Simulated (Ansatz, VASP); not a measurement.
# TiSi in VASP and in Ansatz

File INCAR:

```
PREC     = Accurate       # precision mode
ENCUT    = 520            # plane-wave cutoff, eV
EDIFF    = 1E-6           # SCF threshold, eV
ISMEAR   = 0              # smearing method
SIGMA    = 0.15           # smearing width, eV
LREAL    = False          # projectors in reciprocal space
LASPH    = True           # aspherical terms in the spheres
NELM     = 60             # most SCF steps
ALGO     = Normal         # electronic algorithm
ISIF     = 2              # what is computed and relaxed
LWAVE    = False          # write WAVECAR
LCHARG   = False          # write CHGCAR
GGA      = PS             # functional
NBANDS   = 15             # bands
```

Contents of KPOINTS:

```
Automatic mesh
0
Gamma
  18 18 12
```

File POSCAR:

```
TiSi
1.0
    1.8434206700     -2.1493883600      0.0000000000
    1.8434206700      2.1493883600      0.0000000000
    0.0000000000      0.0000000000      3.7468749900
Ti Si
1 1
Direct
    0.5000000000      0.5000000000      0.0000000000
    0.0000000000      0.0000000000      0.5000000000
```

Input for Ansatz:

```yaml
crystal:
  lattice:
    - [1.84342067, -2.14938836, 0.0]
    - [1.84342067, 2.14938836, 0.0]
    - [0.0, 0.0, 3.74687499]
  atoms:
    - { symbol: Ti, position: [0.5, 0.5, 0.0] }
    - { symbol: Si, position: [0.0, 0.0, 0.5] }
basis:
  ecutwfc: 420
kpoints:
  mp_grid: { grid: [18, 18, 12] }
hamiltonian:
  xc: pbesol
scf:
  occupations: { method: gaussian, width: 0.15 }
output:
  forces: true
  stress: true
  eigenvalues: true
```

Change from the starting cell: strain +0.015 along x and y, -0.015 along z, atoms carried along.

Alike in both runs: task single point; functional PBEsol; k mesh 18 × 18 × 12; occupations gaussian, width 0.15 eV; no spin polarisation.

|  | VASP | Ansatz |
| --- | --- | --- |
| version | VASP 6.6.1 | Ansatz 0.2.0 |
| potentials or method | VASP PAW PBE potentials, release 64 (Ti_sv, Si), cutoff 520 eV | scalar-relativistic, plane waves, PAW |
| valence electrons in the cell | 16 | 16 |

VASP gave:

- gap on the k mesh at the Fermi level (eV): none
- pressure (GPa): -5.5
- traceless stress, the component that is largest in VASP (GPa): 2.24

Q: Which values does Ansatz return?

A: gap on the k mesh at the Fermi level (eV): none; pressure (GPa): -5.6; traceless stress, the component that is largest in VASP (GPa): 2.18.

VASP's potentials were made for PBE, not for PBEsol. A gap of «none» marks a metal or a gap that the smearing closes.
